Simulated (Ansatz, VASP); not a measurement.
# Two plane-wave programs on LiPbF3

Contents of INCAR:

```
SYSTEM = LiPbF3
PREC = Accurate ; ENCUT = 520
EDIFF = 1E-6 ; ISMEAR = 0
SIGMA = 0.1 ; LREAL = .FALSE.
LASPH = .TRUE. ; NELM = 100
ALGO = Normal ; ISIF = 2
LWAVE = .FALSE. ; LCHARG = .FALSE.
GGA = PE ; NBANDS = 27
```

KPOINTS

```
Automatic mesh
0
G
  4 4 4
  0 0 0
```

POSCAR

```
LiPbF3
1.0
    3.9802243700      0.0000000000      0.0000000000
    0.0000000000      3.9802243700      0.0000000000
    0.0000000000      0.0000000000      3.9802243700
Li Pb F
1 1 3
Direct
    0.0000000000      0.0000000000      0.0000000000
    0.5000000000      0.5000000000      0.5000000000
    0.5000000000      0.0000000000      0.0000000000
    0.0000000000      0.5000000000      0.0000000000
    0.0000000000      0.0000000000      0.5000000000
```

Input for Ansatz:

```yaml
crystal:
  lattice:
    - [3.98022437, 0.0, 0.0]
    - [0.0, 3.98022437, 0.0]
    - [0.0, 0.0, 3.98022437]
  atoms:
    - { symbol: Li, position: [0.0, 0.0, 0.0] }
    - { symbol: Pb, position: [0.5, 0.5, 0.5] }
    - { symbol: F, position: [0.5, 0.0, 0.0] }
    - { symbol: F, position: [0.0, 0.5, 0.0] }
    - { symbol: F, position: [0.0, 0.0, 0.5] }
basis:
  ecutwfc: 420
kpoints:
  mp_grid: { grid: [4, 4, 4] }
hamiltonian:
  xc: pbe
scf:
  occupations: { method: gaussian, width: 0.1 }
  lower_state_search: "off"
output:
  forces: true
  stress: true
  eigenvalues: true
```

Alike in both runs: task single point; functional PBE; k mesh 4 × 4 × 4; occupations gaussian, width 0.1 eV; no spin polarisation.

|  | VASP | Ansatz |
| --- | --- | --- |
| version | VASP 6.6.1 | Ansatz 0.2.0 |
| potentials or method | VASP PAW PBE potentials, release 64 (Li_sv, Pb_d, F), cutoff 520 eV | scalar-relativistic, plane waves, PAW |
| valence electrons in the cell | 38 | 38 |

|  | VASP | Ansatz | Ansatz less VASP |
| --- | --- | --- | --- |
| gap on the k mesh at the Fermi level (eV) | 3.87 | 3.87 | +0.005 |
| least direct gap on the mesh (eV) | 3.87 | 3.87 | +0.005 |

With one functional, cell and mesh, what is left measures potentials, basis and numerics.

Spin-orbit coupling is off throughout. Noted on VASP's run: the cutoff is short for stress, so the pressure is rough.
